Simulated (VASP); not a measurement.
Wanted: the native input for a VASP 6.6.1 run.

```
Task                   : electric field gradients
Functional             : PBEsol
Potentials or basis    : VASP PAW PBE potentials, release 64 (Ti_sv)
Cutoff                 : 520 eV
k mesh                 : 13 × 13 × 7
Occupations            : fermi-dirac, width 0.08 eV
Spin                   : no spin polarisation
Dipole correction      : no
Further INCAR settings : ALGO = Normal; EDIFF = 1e-08; NBANDS = 19
```

The structure of Ti lies in POSCAR:

```
Ti
1.0
    2.9101281370      0.0000000000      0.0000000000
   -1.4550640685      2.5202448949      0.0000000000
    0.0000000000      0.0000000000      4.6226679121
Ti
2
Direct
    0.3333333333      0.6666666667      0.2500000000
    0.6666666667      0.3333333333      0.7500000000
```

This cell differs from its parent crystal: functional pbesol, volume scaled by 0.96.

These files were run (other wordings do the same):

INCAR

```
SYSTEM = Ti
PREC = Accurate
ENCUT = 520
EDIFF = 1E-8
ISMEAR = -1
SIGMA = 0.08
LREAL = .FALSE.
LASPH = .TRUE.
NELM = 100
ALGO = Normal
ISIF = 2
LWAVE = .FALSE.
LCHARG = .FALSE.
GGA = PS
LEFG = .TRUE.
NBANDS = 19
```

KPOINTS

```
regular mesh
0
G
  13 13 7
  0 0 0
```

Potentials or basis: VASP PAW PBE potentials, release 64 (Ti_sv).

Launch:

```bash
$ cat potpaw_PBE.64/Ti_sv/POTCAR > POTCAR
$ mpirun -np 1 vasp_std > vasp.out
```

Results of the run:

| Property | Result |
| --- | --- |
| Pressure | -1.8 GPa |
| Band gap on the k mesh | zero (band 12 reaches 9.26 eV, above the bottom of band 13 at 8.13 eV) |

Caveat: without QUAD_EFG the Cq values of the log hold for a quadrupole moment of 1 mb, not for the nuclei; the PAW data sets were made with another functional, which shifts forces and pressure a little.

Run time: 61 s on 1 thread of Intel(R) Xeon(R) Platinum 8488C (Sapphire Rapids), with other jobs on the host, peak memory 0.18 GiB.
